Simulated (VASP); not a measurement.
## Co: single point with PBE

Co:

```xyz
2
Lattice="2.9274 0.0000 0.0000 0.0000 2.9274 0.0000 0.0000 0.0000 2.9274" Properties=species:S:1:pos:R:3 pbc="T T T"
Co    0.0000    0.0000    0.0000
Co    1.4637    1.4637    1.4637
```

This isn't the form of Co at room conditions, which is hcp.

```
Program                : VASP 6.6.1
Task                   : single point
Functional             : PBE
Potentials or basis    : VASP PAW PBE potentials, release 64 (Co)
Cutoff                 : 600 eV
k mesh                 : 2 × 2 × 2
Occupations            : gaussian, width 0.05 eV
Spin                   : non-collinear spin, typed start
Starting moments       : [[0.0, 0.0, 1.4], [-0.0, -0.0, -1.2]] μB
Dipole correction      : no
Further INCAR settings : ALGO = Normal; EDIFF = 1e-06; NBANDS = 30
```

| Property | Result |
| --- | --- |
| Pressure | -10.5 GPa |
| Band gap on the k mesh | zero (bands 18 and 19 overlap by 1.45 eV) |
| Net moment | 0.91 μB per cell |
| Valence electrons inside the program's atomic spheres | Co 8.01, 8.02 |

Stress tensor (GPa, compression positive):
```
-10.50   0.00   0.00
  0.00 -10.50   0.00
  0.00   0.00 -10.60
```

Levels at points of the mesh, in eV from the Fermi level:
```
           k point  band 14  band 15  band 16  band 17  band 18  band 19
(0.00, 0.00, 0.00)    -0.47    -0.30    -0.30     0.23     0.23     0.23
(0.50, 0.00, 0.00)    -1.10    -0.92    -0.91    -0.88    -0.88    -0.83
(0.00, 0.00, 0.50)    -1.10    -0.92    -0.92    -0.88    -0.88    -0.83
(0.50, 0.50, 0.00)    -0.06    -0.06     0.00     0.35     0.35     0.38
(0.00, 0.50, 0.50)    -0.06    -0.05     0.00     0.35     0.35     0.38
(0.50, 0.50, 0.50)    -1.70    -1.41    -1.41     0.61     0.62     0.67
```

Moments on the atoms (μB; x, y, z):
```
Co   0.00  0.00  1.92
Co   0.00  0.00 -1.35
```

Wall time 78 s on 1 thread of AMD EPYC 7R43 64-Core Processor (Zen 3) (shared host), peak memory 0.17 GiB.

Caveat: the k points lie up to 1.07 Å⁻¹ apart, too coarse for converged energies and pressures of a metal.
